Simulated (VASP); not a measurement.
# BaTiO3 (R3m) in VASP: relaxation of cell and atoms with r2SCAN+U

Aim: the relaxation of cell and atoms of BaTiO3 with r2SCAN+U.

Program: VASP 6.6.1. These are calculated values, not measurements. Logs are shortened: lines on timing, memory, paths and dates and some standing lists are left out, and cuts for length are marked.

## (1) The cell of the first run

It takes space group R3m (No. 160, trigonal). Conventional cell: a = 5.697 Å, b = 5.697 Å, c = 7.007 Å, α = 90.00°, β = 90.00°, γ = 120.00°. Ba (site symmetry 3m) has 12 O at 2.79 to 2.92 Å and 8 Ti at 3.41 to 3.60 Å within 3.7 Å. Within 2.5 Å of Ti (site symmetry 3m) lie 6 O at 1.89 to 2.16 Å. Within 2.5 Å of O (site symmetry m) lie 2 Ti at 1.89 to 2.16 Å.

## (2) Relaxation of cell and atoms, r2SCAN+U

Input file POSCAR:

```
BaTiO3
1.0
    2.8482561214      1.6444414384      2.3355603327
   -2.8482561214      1.6444414384      2.3355603327
    0.0000000000     -3.2888828769      2.3355603327
Ba Ti O
1 1 3
Direct
    0.0001460400      0.0001460400      0.0001460400
    0.5133377100      0.5133377100      0.5133377100
    0.4889503100      0.9797166300      0.4889503100
    0.4889503100      0.4889503100      0.9797166300
    0.9797166300      0.4889503100      0.4889503100
```

Input file INCAR.step1:

```
PREC = Accurate ; ENCUT = 600
ISMEAR = 0 ; SIGMA = 0.02
LREAL = False ; LASPH = True
NELM = 150 ; LMAXMIX = 4
LDAU = True ; LDAUTYPE = 2
LDAUL = -1 2 -1 ; LDAUU = 0 4 0
LDAUJ = 0 0 0 ; GGA = PE
ALGO = Normal ; EDIFF = 1E-4
LWAVE = True ; LCHARG = False
```

Input file INCAR.step2:

```
PREC = Accurate ; ENCUT = 600
EDIFF = 1E-7 ; ISMEAR = 0
SIGMA = 0.02 ; LREAL = False
LASPH = True ; NELM = 150
ALGO = Normal ; ISIF = 3
LWAVE = False ; LCHARG = False
LMAXMIX = 4 ; LDAU = True
LDAUTYPE = 2 ; LDAUL = -1 2 -1
LDAUU = 0 4 0 ; LDAUJ = 0 0 0
LDAUPRINT = 1 ; METAGGA = R2SCAN
LMIXTAU = True ; IBRION = 2
NSW = 100 ; EDIFFG = -0.005
ISTART = 1
```

Input file KPOINTS:

```
Automatic mesh
0
Gamma
  6 6 6
```

Potentials or basis: VASP PAW PBE potentials, release 64 (Ba_sv, Ti_sv, O).

Command:

```sh
$ cat potpaw_PBE.64/Ba_sv/POTCAR potpaw_PBE.64/Ti_sv/POTCAR potpaw_PBE.64/O/POTCAR > POTCAR
$ cp INCAR.step1 INCAR
$ mpirun -np 1 vasp_std > vasp.out
$ cp INCAR.step2 INCAR
$ mpirun -np 1 vasp_std > vasp.out
```

OUTCAR:

```text
PREC = Accurate
   ENCUT = 600
   EDIFF = 1E-7
   ISMEAR = 0
   LREAL = False
   LASPH = True
   NELM = 150
   ISIF = 3
   METAGGA = R2SCAN
   IBRION = 2
   NSW = 100
   EDIFFG = -0.005
   ISTART = 1

 ion  position               nearest neighbor table
   1  0.000  0.000  0.000-   4 2.79   3 2.79   5 2.79   4 2.85   4 2.85   3 2.85   5 2.85   3 2.85
                             5 2.85   4 2.92   3 2.92   5 2.92   2 3.41   2 3.46   2 3.46   2 3.46
   2  0.513  0.513  0.513-   3 1.89   5 1.89   4 1.89   3 2.16   5 2.16   4 2.16   1 3.41   1 3.46
                             1 3.46   1 3.46   1 3.52   1 3.52   1 3.52   1 3.60
   3  0.489  0.980  0.489-   2 1.89   2 2.16   1 2.79   1 2.85   1 2.85   1 2.92
   4  0.489  0.489  0.980-   2 1.89   2 2.16   1 2.79   1 2.85   1 2.85   1 2.92
   5  0.980  0.489  0.489-   2 1.89   2 2.16   1 2.79   1 2.85   1 2.85   1 2.92

  LATTYP: Found a trigonal (rhomboedric) cell.
 ALAT       =     4.0338062230
 COS(alpha) =     0.0028556995

  Lattice vectors:

 A1 = (   2.8482561214,   1.6444414384,   2.3355603327)
 A2 = (  -2.8482561214,   1.6444414384,   2.3355603327)
 A3 = (   0.0000000000,  -3.2888828769,   2.3355603327)

Analysis of symmetry for initial positions (statically):
=====================================================================
 Subroutine PRICEL returns:
 Original cell was already a primitive cell.

 Routine SETGRP: Setting up the symmetry group for a
 trigonal (rhombohedral) supercell.

 Subroutine GETGRP returns: Found  6 space group operations
 (whereof  6 operations were pure point group operations)
 out of a pool of 12 trial point group operations.

The static configuration has the point symmetry C_3v.

Analysis of symmetry for dynamics (positions and initial velocities):
=====================================================================
 Subroutine PRICEL returns:
 Original cell was already a primitive cell.

 Routine SETGRP: Setting up the symmetry group for a
 trigonal (rhombohedral) supercell.

 Subroutine GETGRP returns: Found  6 space group operations
 (whereof  6 operations were pure point group operations)
 out of a pool of 12 trial point group operations.

The dynamic configuration has the point symmetry C_3v.

 Subroutine INISYM returns: Found  6 space group operations
 (whereof  6 operations are pure point group operations),
 and found     1 'primitive' translations

----------------------------------------------------------------------------------------

                                     Primitive cell

  volume of cell :      65.6357

  direct lattice vectors                    reciprocal lattice vectors
     2.848256121  1.644441438  2.335560333     0.175546011  0.101351537  0.142720926
    -2.848256121  1.644441438  2.335560333    -0.175546011  0.101351537  0.142720926
     0.000000000 -3.288882877  2.335560333     0.000000000 -0.202703073  0.142720926

  length of vectors
     4.033806223  4.033806223  4.033806223     0.247906835  0.247906835  0.247906835

  position of ions in fractional coordinates (direct lattice)
     0.000146040  0.000146040  0.000146040
     0.513337710  0.513337710  0.513337710
     0.488950310  0.979716630  0.488950310
     0.488950310  0.488950310  0.979716630
     0.979716630  0.488950310  0.488950310

  ion indices of the primitive-cell ions
   primitive index   ion index
                 1           1
                 2           2
                 3           3
                 4           4
                 5           5

[... 87 lines left out ...]
   EFERMI_NEDOS =   21; number of points for ismear=-14 and -15
   IALGO  =     38    algorithm
   IMIX   =      4    mixing-type and parameters
     AMIX     =   0.40;   BMIX     =  1.00
     AMIX_MAG =   1.60;   BMIX_MAG =  1.00
  volume/ion in A,a.u.               =      13.13        88.59
  Fermi-wavevector in a.u.,A,eV,Ry     =   1.387975  2.622892 26.211269  1.926474
  Thomas-Fermi vector in A             =   2.512145
   LORBIT       =      0    0 simple, 1 ext, 2 COOP (PROOUT), +10 PAW based schemes
 LDA+U is selected, type is set to LDAUTYPE =  2
   angular momentum for each species LDAUL =    -1    2   -1
   U (eV)           for each species LDAUU =   0.0  4.0  0.0
   J (eV)           for each species LDAUJ =   0.0  0.0  0.0
   METAGGA = R2SCAN    functional components
   LHFCALC =     F    Hartree Fock is set to
   AEXX    =    0.0000 exact exchange contribution
   IVDW    =     0    specifies the selected vdW correction
   LEPSILON=     F    determine dielectric tensor
   LRPA    =     F    only Hartree local field effects (RPA)
 conjugate gradient relaxation of ions
 non-spin polarized calculation
 Gauss-broadening in eV      SIGMA  =   0.02
  energy-cutoff  :      600.00
  volume of cell :       65.64
 maximum number of plane-waves:      2260
   NGX = 17   NGY = 17   NGZ = 17

--------------------------------------- Ionic step        1  -------------------------------------------

 number of electron      39.9999997 magnetization

 Free energy of the ion-electron system (eV)
  ---------------------------------------------------
  ext. energy  EPLUGINS =         0.00000000
  ---------------------------------------------------
  free energy    TOTEN  =       -71.60177423 eV

  energy without entropy =      -71.60177423  energy(sigma->0) =      -71.60177423

------------------------ aborting loop because EDIFF is reached ----------------------------------------

  FORCE on cell =-STRESS in cart. coord.  units (eV):
  Direction    XX          YY          ZZ          XY          YZ          ZX
  --------------------------------------------------------------------------------------
  -------------------------------------------------------------------------------------
  Total        1.4354660      1.4354660      1.2051670      0.0000000     -0.0000000      0.0000000
  in kB       35.0399687     35.0399687     29.4183309      0.0000000     -0.0000000      0.0000000
  external PRESSURE =      33.1660895 kB  Pullay stress =       0.0000000 kB
[... 98 lines left out ...]
  FREE ENERGIE OF THE ION-ELECTRON SYSTEM (eV)
  ---------------------------------------------------
  free  energy   TOTEN  =       -71.6442972409 eV

  energy  without entropy=      -71.6442972409  energy(sigma->0) =      -71.64429724

[... ionic steps 4 to 18 ...]

--------------------------------------- Ionic step       19  -------------------------------------------

 number of electron      40.0000002 magnetization

------------------------ aborting loop because EDIFF is reached ----------------------------------------
[... 67 lines left out ...]
  FREE ENERGIE OF THE ION-ELECTRON SYSTEM (eV)
  ---------------------------------------------------
  free  energy   TOTEN  =       -71.6884840804 eV

  energy  without entropy=      -71.6884840804  energy(sigma->0) =      -71.68848408

atom =   2  type =  2  l = 2

 onsite density matrix

spin component  1

  0.1393  0.0000  0.0000  0.0640 -0.0000
  0.0000  0.1845  0.0000  0.0000  0.0640
  0.0000  0.0000  0.0940 -0.0000  0.0000
  0.0640  0.0000 -0.0000  0.1845  0.0000
 -0.0000  0.0640  0.0000  0.0000  0.1393

spin component  2

  0.1393  0.0000  0.0000  0.0640 -0.0000
  0.0000  0.1845  0.0000  0.0000  0.0640
  0.0000  0.0000  0.0940 -0.0000  0.0000
  0.0640  0.0000 -0.0000  0.1845  0.0000
 -0.0000  0.0640  0.0000  0.0000  0.1393

 occupancies and eigenvectors

  o =  0.0940  v =  0.0000 -0.5774 -0.0000  0.0000  0.8165  0.0000  0.0000  0.0000  0.0000  0.0000      0.0000  0.0000  0.0000  0.0000  0.0000  0.0000  0.0000  0.0000  0.0000  0.0000
  o =  0.0940  v =  0.0000  0.0000  0.0000  0.0000  0.0000  0.0000 -0.5774 -0.0000  0.0000  0.8165      0.0000  0.0000  0.0000  0.0000  0.0000  0.0000  0.0000  0.0000  0.0000  0.0000
  o =  0.0940  v =  0.0000  0.0000  0.0000  0.0000  0.0000 -0.8165  0.0000  0.0000  0.5774 -0.0000      0.0000  0.0000  0.0000  0.0000  0.0000  0.0000  0.0000  0.0000  0.0000  0.0000
  o =  0.0940  v = -0.8165  0.0000  0.0000  0.5774 -0.0000  0.0000  0.0000  0.0000  0.0000  0.0000      0.0000  0.0000  0.0000  0.0000  0.0000  0.0000  0.0000  0.0000  0.0000  0.0000
  o =  0.0940  v =  0.0000 -0.0000  1.0000 -0.0000  0.0000  0.0000  0.0000  0.0000  0.0000  0.0000      0.0000  0.0000  0.0000  0.0000  0.0000  0.0000  0.0000  0.0000  0.0000  0.0000
  o =  0.0940  v =  0.0000  0.0000  0.0000  0.0000  0.0000  0.0000 -0.0000  1.0000 -0.0000  0.0000      0.0000  0.0000  0.0000  0.0000  0.0000  0.0000  0.0000  0.0000  0.0000  0.0000
  o =  0.2298  v = -0.5774  0.0000 -0.0000 -0.8165  0.0000  0.0000  0.0000  0.0000  0.0000  0.0000      0.0000  0.0000  0.0000  0.0000  0.0000  0.0000  0.0000  0.0000  0.0000  0.0000
  o =  0.2298  v =  0.0000  0.0000  0.0000  0.0000  0.0000 -0.5774  0.0000 -0.0000 -0.8165  0.0000      0.0000  0.0000  0.0000  0.0000  0.0000  0.0000  0.0000  0.0000  0.0000  0.0000
  o =  0.2298  v =  0.0000 -0.8165 -0.0000 -0.0000 -0.5774  0.0000  0.0000  0.0000  0.0000  0.0000      0.0000  0.0000  0.0000  0.0000  0.0000  0.0000  0.0000  0.0000  0.0000  0.0000
  o =  0.2298  v =  0.0000  0.0000  0.0000  0.0000  0.0000  0.0000 -0.8165 -0.0000 -0.0000 -0.5774      0.0000  0.0000  0.0000  0.0000  0.0000  0.0000  0.0000  0.0000  0.0000  0.0000

--------------------------------------- Ionic step       21  -------------------------------------------

 number of electron      40.0000002 magnetization

 Free energy of the ion-electron system (eV)
  ---------------------------------------------------
  ext. energy  EPLUGINS =         0.00000000
  ---------------------------------------------------
  free energy    TOTEN  =       -71.68849181 eV

  energy without entropy =      -71.68849181  energy(sigma->0) =      -71.68849181

 E-fermi :   3.6287     XC(G=0): -11.8054

 val. band max:        3.5044203184   @ k =   0.5000   0.5000   0.5000
 cond. band min:       6.1122614138   @ k =   0.0000   0.0000   0.0000
 fundamental gap:      2.6078410954
 Fermi energy:         3.6287364151

 k-point     1 :       0.0000    0.0000    0.0000
  band No.  band energies     occupation
      1     -56.5596      2.00000
      2     -31.6529      2.00000
      3     -31.6529      2.00000
      4     -31.6528      2.00000
      5     -22.0211      2.00000
      6     -14.3651      2.00000
[... 637 lines left out ...]
     23       8.0644      0.00000
     24       9.1440      0.00000

 [... further k-points ...]

------------------------ aborting loop because EDIFF is reached ----------------------------------------

  FORCE on cell =-STRESS in cart. coord.  units (eV):
  Direction    XX          YY          ZZ          XY          YZ          ZX
  --------------------------------------------------------------------------------------
  -------------------------------------------------------------------------------------
  Total        0.0066907      0.0066907      0.0048624      0.0000000     -0.0000000      0.0000000
  in kB        0.1636948      0.1636948      0.1189652      0.0000000     -0.0000000      0.0000000
  external PRESSURE =       0.1487849 kB  Pullay stress =       0.0000000 kB
[... 20 lines left out ...]
  FREE ENERGIE OF THE ION-ELECTRON SYSTEM (eV)
  ---------------------------------------------------
  free  energy   TOTEN  =       -71.6884918055 eV

  energy  without entropy=      -71.6884918055  energy(sigma->0) =      -71.68849181

 reached required accuracy - stopping structural energy minimisation
```

It took 32 min on 1 thread of Intel Xeon 8259CL, shared host; peak memory 0.22 GiB.

Results:

```yaml
Free_energy: -71.6885 eV
Relaxed_volume: 13.10 Å³/atom
Relaxed_cell: a = 4.031 Å, b = 4.031 Å, c = 4.031 Å, α = 90.00°, β = 90.00°, γ = 90.00°
Space_group_after_relaxing_to_0.1_Å: Pm-3m (No. 221)
Energy_gained_by_relaxing: 17.3 meV/atom
Ionic_steps: 21
Pressure_after_relaxing: 0.0 GPa
Largest_force_after_relaxing: 0.003 eV/Å
Band_gap_on_the_k_mesh: 2.61 eV (least direct gap 2.82 eV)
```

Forces in eV/Å, atoms in the order of the input:
```
Ba   0.000  0.000  0.003
Ti   0.000  0.000 -0.003
O   -0.001  0.001  0.000
O    0.000 -0.001  0.000
O    0.001  0.001  0.000
```

Step by step:
```
step  energy change (eV)  largest force (eV/Å)  pressure (GPa)  volume (Å³)
   1              0.0000                1.0610            3.32        65.64
   2             -0.0216                0.1505           -5.53        68.25
   3             -0.0425                0.4173           -2.07        67.11
   4             -0.0660                0.2813           -0.52        66.10
   5             -0.0733                0.1873            1.43        65.14
   6             -0.0824                0.1812           -0.01        65.53
   7             -0.0831                0.1814           -0.55        65.71
   8             -0.0857                0.1003            0.36        65.37
   9             -0.0857                0.0938            0.43        65.34
  10             -0.0864                0.0369           -0.32        65.62
  11             -0.0865                0.0458           -0.14        65.55
  12             -0.0866                0.0223            0.08        65.46
  13             -0.0866                0.0220            0.08        65.46
  14             -0.0866                0.0148           -0.05        65.51
  15             -0.0866                0.0152           -0.06        65.51
  16             -0.0867                0.0166            0.00        65.49
  17             -0.0867                0.0176            0.04        65.48
  18             -0.0867                0.0175            0.06        65.47
  19             -0.0867                0.0113           -0.02        65.50
  20             -0.0867                0.0094           -0.04        65.51
  21             -0.0867                0.0030            0.01        65.49
```

Final structure:
```cif
data_structure
_symmetry_space_group_name_H-M 'P 1'
_symmetry_Int_Tables_number 1
_cell_length_a 4.0307
_cell_length_b 4.0307
_cell_length_c 4.0307
_cell_angle_alpha 89.999
_cell_angle_beta 89.999
_cell_angle_gamma 89.999
_cell_volume 65.49
loop_
_atom_site_label
_atom_site_type_symbol
_atom_site_fract_x
_atom_site_fract_y
_atom_site_fract_z
_atom_site_occupancy
Ba1 Ba 0.99417 0.99417 0.99417 1
Ti1 Ti 0.49407 0.49407 0.49407 1
O1 O 0.49431 0.99425 0.49431 1
O2 O 0.49431 0.49431 0.99425 1
O3 O 0.99425 0.49431 0.49431 1
```

Levels at points of the mesh, in eV from the valence-band top:
```csv
k point,band 17,band 18,band 19,band 20,band 21,band 22,band 23,band 24
"(0.00, 0.00, 0.00)",-1.10,-0.21,-0.21,-0.21,2.61,2.61,2.61,4.09
"(0.50, 0.00, 0.00)",-1.71,-1.71,-0.81,-0.81,2.78,4.10,4.23,4.23
"(0.50, 0.50, 0.00)",-1.95,-0.91,-0.91,-0.09,4.24,4.24,4.69,4.93
"(0.50, 0.50, 0.50)",-2.34,0.00,0.00,0.00,4.90,4.90,4.90,7.25
```

Eigenvalues of the final occupation matrices:
| site | spin | trace | eigenvalues |
| --- | --- | --- | --- |
| site 2 d | 1 | 0.74 | 0.09 0.09 0.09 0.23 0.23 |
| site 2 d | 2 | 0.74 | 0.09 0.09 0.09 0.23 0.23 |

Caveat: the PAW data sets were made with another functional, which shifts forces and pressure a little; spin-orbit coupling is left out, which moves the levels of the heavy elements. A k mesh can miss the band edges.
